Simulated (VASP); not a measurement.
Set up this calculation in VASP 6.6.1, as the native input.

| Item | Value |
| --- | --- |
| Task | single point |
| Functional | PBE |
| Potentials or basis | VASP PAW PBE potentials, release 64 (Al, N) |
| Cutoff | 520 eV |
| k mesh | 10 × 10 × 10 |
| Occupations | gaussian, width 0.05 eV |
| Spin | no spin polarisation |
| Dipole correction | no |
| Further INCAR settings | ALGO = Normal; EDIFF = 1e-07; NBANDS = 11 |

The structure of AlN lies in POSCAR:

```
AlN
1.0
    0.0000000000      2.1839935596      2.1839935596
    2.1839935596      0.0000000000      2.1839935596
    2.1839935596      2.1839935596      0.0000000000
Al N
1 1
Direct
    0.0343407606     -0.0343407606     -0.0343407606
    0.7500000000      0.7500000000      0.7500000000
```

This cell differs from its parent crystal: atom 1 (Al) moved by (-0.150, +0.000) A along x and y.

One way to write it, as run:

INCAR

```
ALGO     = Normal         # electronic algorithm
EDIFF    = 1E-7           # SCF threshold, eV
ENCUT    = 520            # plane-wave cutoff, eV
GGA      = PE             # functional
ISIF     = 2              # what is computed and relaxed
ISMEAR   = 0              # smearing method
LASPH    = T              # aspherical terms in the spheres
LCHARG   = F              # write CHGCAR
LREAL    = F              # projectors in reciprocal space
LWAVE    = F              # write WAVECAR
NBANDS   = 11             # bands
NELM     = 100            # most SCF steps
PREC     = Accurate       # precision mode
SIGMA    = 0.05           # smearing width, eV
```

KPOINTS

```
k-points
0
Gamma
  10 10 10
```

Potentials or basis: VASP PAW PBE potentials, release 64 (Al, N).

Launch:

```console
$ cat potpaw_PBE.64/Al/POTCAR potpaw_PBE.64/N/POTCAR > POTCAR
$ mpirun -np 1 vasp_std > vasp.out
```

Results of the run:

The pressure is 7.4 GPa and the largest force is 2.154 eV/Å. The band gap on the k mesh is 2.93 eV, indirect (least direct gap 3.78 eV).

Caveat: the cell differs from its parent crystal (atom 1 (Al) moved by (-0.150, +0.000) A along x and y); forces of over 1 eV/Å act on the atoms, so gaps and moduli don't describe the material at rest.

Run time: 11 s on 1 thread of Intel(R) Xeon(R) 6975P-C (Granite Rapids), with other jobs on the host, peak memory 0.16 GiB.
